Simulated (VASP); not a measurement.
# AlN (P6_3mc) in VASP: single point with PBEsol

Aim: the single point of AlN with PBEsol.

Program: VASP 6.6.1. These are calculated values, not measurements. Logs are shortened: lines on timing, memory, paths and dates and some standing lists are left out, and cuts for length are marked.

### Step 1. The cell of the first run

It takes space group P6_3mc (No. 186, hexagonal). Conventional cell: a = 3.113 Å, b = 3.113 Å, c = 4.981 Å, α = 90.00°, β = 90.00°, γ = 120.00°. Within 2.5 Å of Al (site symmetry 3m) lie 4 N at 1.89 Å. N (site symmetry 3m) has 4 Al at 1.89 Å within 2.5 Å.

### Step 2. Single point, PBEsol

INCAR reads:

```
SYSTEM = AlN
PREC = Accurate
ENCUT = 600
EDIFF = 1E-6
ISMEAR = 0
SIGMA = 0.02
LREAL = .False.
LASPH = .True.
NELM = 120
ALGO = Normal
ISIF = 2
LWAVE = .False.
LCHARG = .True.
GGA = PS
LELF = .True.
LVHAR = .True.
NBANDS = 46
GGA_COMPAT = .False.
```

KPOINTS reads:

```
regular mesh
0
Gamma
  3 3 2
  0 0 0
```

POSCAR reads:

```
AlN
1.0
    6.2259999977      0.0000000000      0.0000000000
   -3.1129999989      5.3918741620      0.0000000000
    0.0000000000      0.0000000000      4.9810000000
Al N
8 8
Direct
    0.1666666667      0.3333333333      0.0000000000
    0.3333333333      0.1666666667      0.5000000000
    0.1666666667      0.8333333333      0.0000000000
    0.3333333333      0.6666666667      0.5000000000
    0.6666666667      0.3333333333      0.0000000000
    0.8333333333      0.1666666667      0.5000000000
    0.6666666667      0.8333333333      0.0000000000
    0.8333333333      0.6666666667      0.5000000000
    0.1666666667      0.3333333333      0.3800000000
    0.3333333333      0.1666666667      0.8800000000
    0.1666666667      0.8333333333      0.3800000000
    0.3333333333      0.6666666667      0.8800000000
    0.6666666667      0.3333333333      0.3800000000
    0.8333333333      0.1666666667      0.8800000000
    0.6666666667      0.8333333333      0.3800000000
    0.8333333333      0.6666666667      0.8800000000
```

Potentials or basis: VASP PAW PBE potentials, release 64 (Al, N).

Command:

```bash
$ cat potpaw_PBE.64/Al/POTCAR potpaw_PBE.64/N/POTCAR > POTCAR
$ mpirun -np 1 vasp_std > vasp.out
```

OUTCAR:

```text
SYSTEM = AlN
   PREC = Accurate
   ENCUT = 600
   EDIFF = 1E-6
   ISMEAR = 0
   LREAL = .False.
   LASPH = .True.
   NELM = 120
   ISIF = 2
   GGA = PS

 ion  position               nearest neighbor table
   1  0.167  0.333  0.000-   9 1.89  10 1.89  14 1.89  12 1.89   2 3.07   2 3.07   6 3.07   6 3.07
                             4 3.07   4 3.07   5 3.11   5 3.11   7 3.11   7 3.11   3 3.11   3 3.11
   2  0.333  0.167  0.500-  10 1.89   9 1.89  13 1.89  11 1.89   1 3.07   1 3.07   5 3.07   5 3.07
                             3 3.07   3 3.07   6 3.11   6 3.11   8 3.11   8 3.11   4 3.11   4 3.11
   3  0.167  0.833  0.000-  11 1.89  12 1.89  16 1.89  10 1.89   4 3.07   4 3.07   8 3.07   8 3.07
                             2 3.07   2 3.07   7 3.11   7 3.11   5 3.11   5 3.11   1 3.11   1 3.11
   4  0.333  0.667  0.500-  12 1.89  11 1.89  15 1.89   9 1.89   3 3.07   3 3.07   7 3.07   7 3.07
                             1 3.07   1 3.07   8 3.11   8 3.11   6 3.11   6 3.11   2 3.11   2 3.11
   5  0.667  0.333  0.000-  13 1.89  14 1.89  10 1.89  16 1.89   6 3.07   6 3.07   2 3.07   2 3.07
                             8 3.07   8 3.07   1 3.11   1 3.11   3 3.11   3 3.11   7 3.11   7 3.11
   6  0.833  0.167  0.500-  14 1.89  13 1.89   9 1.89  15 1.89   5 3.07   5 3.07   1 3.07   1 3.07
                             7 3.07   7 3.07   2 3.11   2 3.11   4 3.11   4 3.11   8 3.11   8 3.11
   7  0.667  0.833  0.000-  15 1.89  16 1.89  12 1.89  14 1.89   8 3.07   8 3.07   4 3.07   4 3.07
                             6 3.07   6 3.07   3 3.11   3 3.11   1 3.11   1 3.11   5 3.11   5 3.11
   8  0.833  0.667  0.500-  16 1.89  15 1.89  11 1.89  13 1.89   7 3.07   7 3.07   3 3.07   3 3.07
                             5 3.07   5 3.07   4 3.11   4 3.11   2 3.11   2 3.11   6 3.11   6 3.11
   9  0.167  0.333  0.380-   1 1.89   2 1.89   6 1.89   4 1.89
[... 14 lines left out ...]
 A1 = (   6.2259999977,   0.0000000000,   0.0000000000)
 A2 = (  -3.1129999989,   5.3918741620,   0.0000000000)
 A3 = (   0.0000000000,   0.0000000000,   4.9810000000)

Analysis of symmetry for initial positions (statically):
=====================================================================
 Subroutine PRICEL returns following result:

  LATTYP: Found a hexagonal cell.
 ALAT       =     3.1129999988
 C/A-ratio  =     1.6000642473

  Lattice vectors:

 A1 = (   3.1129999988,   0.0000000000,   0.0000000000)
 A2 = (  -1.5564999994,   2.6959370810,   0.0000000000)
 A3 = (   0.0000000000,   0.0000000000,   4.9810000000)

   4 primitive cells build up your supercell.

 Routine SETGRP: Setting up the symmetry group for a
 hexagonal supercell.

 Subroutine GETGRP returns: Found 12 space group operations
 (whereof  6 operations were pure point group operations)
 out of a pool of 24 trial point group operations.

The static configuration has the point symmetry C_3v.
 The point group associated with its full space group is C_6v.

[... 121 lines left out ...]
   NUPDOWN=      -1.0000    fix difference up-down
   EMIN   =  10.00;   EMAX   =-10.00  energy-range for DOS
   EFERMI =   0.00;   METHOD = LEGACY
   ISMEAR =     0;   SIGMA  =   0.02  broadening in eV -4-tet -1-fermi 0-gaus
   EFERMI_NEDOS =   21; number of points for ismear=-14 and -15
   IALGO  =     38    algorithm
   IMIX   =      4    mixing-type and parameters
     AMIX     =   0.40;   BMIX     =  1.00
     AMIX_MAG =   1.60;   BMIX_MAG =  1.00
  volume/ion in A,a.u.               =      10.45        70.52
  Fermi-wavevector in a.u.,A,eV,Ry     =   1.188629  2.246183 19.222843  1.412839
  Thomas-Fermi vector in A             =   2.324754
   LORBIT       =      0    0 simple, 1 ext, 2 COOP (PROOUT), +10 PAW based schemes
   GGA     = PS    functional components
   LHFCALC =     F    Hartree Fock is set to
   AEXX    =    0.0000 exact exchange contribution
   IVDW    =     0    specifies the selected vdW correction
   LEPSILON=     F    determine dielectric tensor
   LRPA    =     F    only Hartree local field effects (RPA)
 non-spin polarized calculation
 Gauss-broadening in eV      SIGMA  =   0.02
  energy-cutoff  :      600.00
  volume of cell :      167.21
 maximum number of plane-waves:      5624
 NGX is ok and might be reduce to    50
   NGX = 25   NGY = 25   NGZ = 19

 number of electron      63.9999992 magnetization

 Free energy of the ion-electron system (eV)
  ---------------------------------------------------
  ext. energy  EPLUGINS =         0.00000000
  ---------------------------------------------------
  free energy    TOTEN  =      -125.25146290 eV

  energy without entropy =     -125.25146290  energy(sigma->0) =     -125.25146290

 E-fermi :   6.1746     XC(G=0): -11.1037

 val. band max:        6.0297026636   @ k =   0.0000   0.0000   0.0000
 cond. band min:      10.1790623529   @ k =   0.0000   0.0000   0.0000
 fundamental gap:      4.1493596893
 Fermi energy:         6.1745737306

 k-point     1 :       0.0000    0.0000    0.0000
  band No.  band energies     occupation
      1      -9.1074      2.00000
      2      -7.1124      2.00000
      3      -7.1124      2.00000
      4      -7.1124      2.00000
      5      -6.9219      2.00000
      6      -6.4066      2.00000
[... 271 lines left out ...]
     43      15.4214      0.00000
     44      15.4214      0.00000
 [bands above 44 left out]

------------------------ aborting loop because EDIFF is reached ----------------------------------------

  FORCE on cell =-STRESS in cart. coord.  units (eV):
  Direction    XX          YY          ZZ          XY          YZ          ZX
  --------------------------------------------------------------------------------------
  -------------------------------------------------------------------------------------
  Total       -0.4686079     -0.4686079      1.1327746      0.0000000      0.0000000      0.0000000
  in kB       -4.4900869     -4.4900869     10.8539711      0.0000000      0.0000000      0.0000000
  external PRESSURE =       0.6245991 kB  Pullay stress =       0.0000000 kB

 VOLUME and BASIS-vectors are now :
 -----------------------------------------------------------------------------
  energy-cutoff  :      600.00
  volume of cell :      167.21
      direct lattice vectors                 reciprocal lattice vectors
     6.225999998  0.000000000  0.000000000     0.160616768  0.092732135  0.000000000
    -3.112999999  5.391874162  0.000000000     0.000000000  0.185464269  0.000000000
     0.000000000  0.000000000  4.981000000     0.000000000  0.000000000  0.200762899

 POSITION                                       TOTAL-FORCE (eV/Angst)
 -----------------------------------------------------------------------------------
      0.00000      1.79729      0.00000         0.000000     -0.000000     -0.134321
      1.55650      0.89865      2.49050        -0.000000     -0.000000     -0.134321
     -1.55650      4.49323      0.00000        -0.000000     -0.000000     -0.134321
     -0.00000      3.59458      2.49050        -0.000000      0.000000     -0.134321
      3.11300      1.79729      0.00000         0.000000     -0.000000     -0.134321
      4.66950      0.89865      2.49050        -0.000000     -0.000000     -0.134321
[... 8 lines left out ...]
      1.55650      4.49323      1.89278         0.000000      0.000000      0.134321
      3.11300      3.59458      4.38328         0.000000      0.000000      0.134321
 -----------------------------------------------------------------------------------
    total drift:                                0.000000      0.000000      0.001524

  FREE ENERGIE OF THE ION-ELECTRON SYSTEM (eV)
  ---------------------------------------------------
  free  energy   TOTEN  =      -125.2514629031 eV

  energy  without entropy=     -125.2514629031  energy(sigma->0) =     -125.25146290
```

OSZICAR:

```text
N       E                     dE             d eps       ncg     rms          rms(c)
DAV:   1     0.266837764451E+03    0.26684E+03   -0.32389E+04   552   0.142E+03
DAV:   2    -0.117170279221E+03   -0.38401E+03   -0.36404E+03   722   0.273E+02
DAV:   3    -0.142748369228E+03   -0.25578E+02   -0.25393E+02   712   0.783E+01
DAV:   4    -0.143059719779E+03   -0.31135E+00   -0.31085E+00   656   0.915E+00
DAV:   5    -0.143064739107E+03   -0.50193E-02   -0.50177E-02   698   0.111E+00    0.234E+01
DAV:   6    -0.125490753761E+03    0.17574E+02   -0.65609E+01   666   0.326E+01    0.840E+00
DAV:   7    -0.125394573295E+03    0.96180E-01   -0.23652E+00   652   0.678E+00    0.562E+00
DAV:   8    -0.125263659837E+03    0.13091E+00   -0.25867E-01   656   0.295E+00    0.791E-01
DAV:   9    -0.125250603541E+03    0.13056E-01   -0.50663E-02   682   0.864E-01    0.460E-01
DAV:  10    -0.125251811517E+03   -0.12080E-02   -0.60925E-03   664   0.313E-01    0.284E-01
DAV:  11    -0.125251463746E+03    0.34777E-03   -0.11477E-03   672   0.137E-01    0.564E-02
DAV:  12    -0.125251465595E+03   -0.18487E-05   -0.22350E-05   612   0.269E-02    0.168E-02
DAV:  13    -0.125251462737E+03    0.28582E-05   -0.17754E-05   674   0.177E-02    0.541E-03
DAV:  14    -0.125251462903E+03   -0.16640E-06   -0.40169E-07   354   0.323E-03
   1 F= -.12525146E+03 E0= -.12525146E+03  d E =-.102366E-25
```

It took 48 s on 1 thread of Intel Xeon Platinum 8488C (Sapphire Rapids), shared host; peak memory 0.3 GiB.

What came out:

* Free energy: -125.2515 eV
* Pressure: 0.1 GPa
* Largest force: 0.134 eV/Å
* Band gap on the k mesh: 4.15 eV

Forces on the atoms (eV/Å):
```
Al   0.000  0.000 -0.134
Al   0.000  0.000 -0.134
Al   0.000  0.000 -0.134
Al   0.000  0.000 -0.134
Al   0.000  0.000 -0.134
Al   0.000  0.000 -0.134
Al   0.000  0.000 -0.134
Al   0.000  0.000 -0.134
N    0.000  0.000  0.134
N    0.000  0.000  0.134
N    0.000  0.000  0.134
N    0.000  0.000  0.134
N    0.000  0.000  0.134
N    0.000  0.000  0.134
N    0.000  0.000  0.134
N    0.000  0.000  0.134
```

Stress tensor (GPa, compression positive):
```
-0.45  0.00  0.00
 0.00 -0.45  0.00
 0.00  0.00  1.09
```

Levels at points of the mesh, in eV from the valence-band top:
```tsv
k point	band 30	band 31	band 32	band 33	band 34	band 35
(0.00, 0.00, 0.00)	-0.18	-0.18	0.00	4.15	5.69	5.69
(0.00, 0.00, 0.50)	-0.52	-0.52	-0.52	5.20	5.20	5.20
```

Caveat: the k points lie up to 0.63 Å⁻¹ apart; the PAW data sets were made with another functional, which shifts forces and pressure a little.
